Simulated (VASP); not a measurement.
# Ti (P6_3/mmc) in VASP: relaxation of shape and atoms at fixed volume with PBE

Aim: the relaxation of shape and atoms at fixed volume of Ti with PBE.

Everything below comes from runs of VASP 6.6.1. Logs are shortened: lines on timing, memory, paths and dates and some standing lists are left out, and cuts for length are marked.

## 1. The cell of the first run

Symmetry: P6_3/mmc, No. 194, hexagonal system. The conventional cell has a = 3.035 Å, b = 3.035 Å, c = 4.795 Å, α = 90.00°, β = 90.00°, γ = 120.00°. Within 3.9 Å of Ti (site symmetry -6m2) lie 12 Ti at 2.97 to 3.04 Å.

## 2. Relaxation of shape and atoms at fixed volume, PBE (19.13 Å³/atom)

The input, INCAR:

```
SYSTEM = Ti
  PREC = Accurate
  ENCUT = 600
  EDIFF = 1E-6
  ISMEAR = 0
  SIGMA = 0.1
  LREAL = .FALSE.
  LASPH = .TRUE.
  NELM = 60
  ALGO = Fast
  ISIF = 4
  LWAVE = .FALSE.
  LCHARG = .FALSE.
  GGA = PE
  IBRION = 2
  NSW = 50
  EDIFFG = -0.01
```

The input, KPOINTS:

```
Automatic mesh
0
G
  18 18 10
  0 0 0
```

The input, POSCAR:

```
Ti
1.0
    3.0350937138      0.0000000000      0.0000000000
   -1.5175468569      2.6284682590      0.0000000000
    0.0000000000      0.0000000000      4.7953132515
Ti
2
Direct
    0.3333333333      0.6666666667      0.2500000000
    0.6666666667      0.3333333333      0.7500000000
```

Potentials or basis: VASP PAW PBE potentials, release 64 (Ti_sv).

The run is started by

```
cat potpaw_PBE.64/Ti_sv/POTCAR > POTCAR
mpirun -np 1 vasp_std > vasp.out
```

OUTCAR:

```text
SYSTEM = Ti
   PREC = Accurate
   ENCUT = 600
   EDIFF = 1E-6
   ISMEAR = 0
   LREAL = .FALSE.
   LASPH = .TRUE.
   NELM = 60
   ISIF = 4
   GGA = PE
   IBRION = 2
   NSW = 50
   EDIFFG = -0.01

 ion  position               nearest neighbor table
   1  0.333  0.667  0.250-
   2  0.667  0.333  0.750-

  LATTYP: Found a hexagonal cell.
 ALAT       =     3.0350937138
 C/A-ratio  =     1.5799555808

  Lattice vectors:

 A1 = (   3.0350937138,   0.0000000000,   0.0000000000)
 A2 = (  -1.5175468569,   2.6284682590,   0.0000000000)
 A3 = (   0.0000000000,   0.0000000000,   4.7953132515)

Analysis of symmetry for initial positions (statically):
=====================================================================
 Subroutine PRICEL returns:
 Original cell was already a primitive cell.

 Routine SETGRP: Setting up the symmetry group for a
 hexagonal supercell.

 Subroutine GETGRP returns: Found 24 space group operations
 (whereof 12 operations were pure point group operations)
 out of a pool of 24 trial point group operations.

The static configuration has the point symmetry D_3d.
 The point group associated with its full space group is D_6h.

Analysis of symmetry for dynamics (positions and initial velocities):
=====================================================================
 Subroutine PRICEL returns:
 Original cell was already a primitive cell.

 Routine SETGRP: Setting up the symmetry group for a
 hexagonal supercell.

 Subroutine GETGRP returns: Found 24 space group operations
 (whereof 12 operations were pure point group operations)
 out of a pool of 24 trial point group operations.

The dynamic configuration has the point symmetry D_3d.
 The point group associated with its full space group is D_6h.

 Subroutine INISYM returns: Found 24 space group operations
 (whereof 12 operations are pure point group operations),
 and found     1 'primitive' translations

----------------------------------------------------------------------------------------

                                     Primitive cell

[... 79 lines left out ...]
   NGXF,Y,Z  is equivalent  to a cutoff of  26.29, 26.29, 27.73 a.u.
 SYSTEM =  Ti
   PREC   = accura    normal or accurate (medium, high low for compatibility)
   ISTART =      0    job   : 0-new  1-cont  2-samecut
   ICHARG =      2    charge: 1-file 2-atom 10-const
   ISPIN  =      1    spin polarized calculation?
   LNONCOLLINEAR =      F non collinear calculations
   LSORBIT =      F    spin-orbit coupling
   LASPH  =      T    aspherical Exc in radial PAW
   ENCUT  =  600.0 eV  44.10 Ry    6.64 a.u.   6.06  6.06  9.58*2*pi/ulx,y,z
   NELM   =     60;   NELMIN=  2; NELMDL= -5     # of ELM steps
   EDIFF  = 0.1E-05   stopping-criterion for ELM
   LREAL  =      F    real-space projection
   EDIFFG = -.1E-01   stopping-criterion for IOM
   NSW    =     50    number of steps for IOM
   IBRION =      2    ionic relax: 0-MD 1-quasi-New 2-CG
   NFREE  =      1    steps in history (QN), initial steepest desc. (CG)
   ISIF   =      4    stress and relaxation
   ISYM   =      2    0-nonsym 1-usesym 2-fastsym
   POTIM  = 0.5000    time-step for ionic-motion
   TEBEG  =    0.0;   TEEND  =   0.0 temperature during run
   PSTRESS=    0.0 pullay stress
   NELECT =      24.0000    total number of electrons
   NUPDOWN=      -1.0000    fix difference up-down
   EMIN   =  10.00;   EMAX   =-10.00  energy-range for DOS
   EFERMI =   0.00;   METHOD = LEGACY
   ISMEAR =     0;   SIGMA  =   0.10  broadening in eV -4-tet -1-fermi 0-gaus
   EFERMI_NEDOS =   21; number of points for ismear=-14 and -15
   IALGO  =     68    algorithm
   IMIX   =      4    mixing-type and parameters
     AMIX     =   0.40;   BMIX     =  1.00
     AMIX_MAG =   1.60;   BMIX_MAG =  1.00
  volume/ion in A,a.u.               =      19.13       129.08
  Fermi-wavevector in a.u.,A,eV,Ry     =   1.401462  2.648379 26.723142  1.964096
  Thomas-Fermi vector in A             =   2.524321
   LORBIT       =      0    0 simple, 1 ext, 2 COOP (PROOUT), +10 PAW based schemes
   GGA     = PE    functional components
   LHFCALC =     F    Hartree Fock is set to
   AEXX    =    0.0000 exact exchange contribution
   IVDW    =     0    specifies the selected vdW correction
   LEPSILON=     F    determine dielectric tensor
   LRPA    =     F    only Hartree local field effects (RPA)
 conjugate gradient relaxation of ions
 non-spin polarized calculation
 RMM-DIIS sequential band-by-band and
 Gauss-broadening in eV      SIGMA  =   0.10
  energy-cutoff  :      600.00
  volume of cell :       38.26
 maximum number of plane-waves:      1302
   NGX = 13   NGY = 13   NGZ = 19

 number of electron      24.0000000 magnetization

 Free energy of the ion-electron system (eV)
  ---------------------------------------------------
  ext. energy  EPLUGINS =         0.00000000
  ---------------------------------------------------
  free energy    TOTEN  =       -15.56909606 eV

  energy without entropy =      -15.55818913  energy(sigma->0) =      -15.56364260

 E-fermi :   7.3616     XC(G=0): -11.0504

 val. band max:        7.3612997509   @ k =   0.3333   0.2778   0.3000
 cond. band min:       7.3641938875   @ k =   0.3333   0.1667   0.4000
 fundamental gap:      0.0028941366
 Fermi energy:         7.3615827461

 k-point     1 :       0.0000    0.0000    0.0000
  band No.  band energies     occupation
      1     -49.6755      2.00000
      2     -49.5829      2.00000
      3     -26.1695      2.00000
      4     -25.6902      2.00000
      5     -25.6902      2.00000
      6     -25.6516      2.00000
[... 433 lines left out ...]
      3     -26.0055      2.00000
      4     -25.9488      2.00000
      5     -25.9209      2.00000
      6     -25.8096      2.00000
[... 8 lines left out ...]
     15       8.4006      0.00000
     16      10.1131      0.00000

 [... further k-points ...]
[... 5 lines left out ...]
  --------------------------------------------------------------------------------------
  -------------------------------------------------------------------------------------
  Total       -2.1761104     -2.1761104     -2.1874620      0.0000000     -0.0000000      0.0000000
  in kB      -91.1380413    -91.1380413    -91.6134588      0.0000000     -0.0000000      0.0000000
  external PRESSURE =     -91.2965138 kB  Pullay stress =       0.0000000 kB

 VOLUME and BASIS-vectors are now :
 -----------------------------------------------------------------------------
  energy-cutoff  :      600.00
  volume of cell :       38.26
      direct lattice vectors                 reciprocal lattice vectors
     3.035093714  0.000000000  0.000000000     0.329479118  0.190224857  0.000000000
    -1.517546857  2.628468259  0.000000000     0.000000000  0.380449715  0.000000000
     0.000000000  0.000000000  4.795313251     0.000000000  0.000000000  0.208536950

 POSITION                                       TOTAL-FORCE (eV/Angst)
 -----------------------------------------------------------------------------------
     -0.00000      1.75231      1.19883        -0.000000      0.000000      0.000000
      1.51755      0.87616      3.59648         0.000000     -0.000000      0.000000
 -----------------------------------------------------------------------------------
    total drift:                               -0.000000      0.000000     -0.000000

  FREE ENERGIE OF THE ION-ELECTRON SYSTEM (eV)
  ---------------------------------------------------
  free  energy   TOTEN  =       -15.5690960630 eV

  energy  without entropy=      -15.5581891270  energy(sigma->0) =      -15.56364260

 reached required accuracy - stopping structural energy minimisation
```

CONTCAR:

```text
Ti
   1.00000000000000
     3.0350937137999998    0.0000000000000000    0.0000000000000000
    -1.5175468568999999    2.6284682589999999    0.0000000000000000
     0.0000000000000000    0.0000000000000000    4.7953132514999997
  Ti
     2
Direct
     0.3333333332999970    0.6666666667000030    0.2500000000000000
     0.6666666667000030    0.3333333332999970    0.7500000000000000

  0.00000000E+00  0.00000000E+00  0.00000000E+00
  0.00000000E+00  0.00000000E+00  0.00000000E+00
```

Wall time 6.3 min (1 thread of Intel Xeon 8259CL, shared host); peak memory 0.27 GiB.

What came out:

| Property | Result |
| --- | --- |
| Free energy | -15.5691 eV |
| Pressure after relaxing | -9.1 GPa |
| Band gap on the k mesh | zero (bands 12 and 13 overlap by 1.03 eV) |

Final structure:
```
Ti
1.0
     3.03509    0.00000    0.00000
    -1.51755    2.62847    0.00000
     0.00000    0.00000    4.79531
Ti
2
Direct
  0.33333 0.66667 0.25000
  0.66667 0.33333 0.75000
```

Caveat: the relaxation stopped at its first step, so nothing moved.
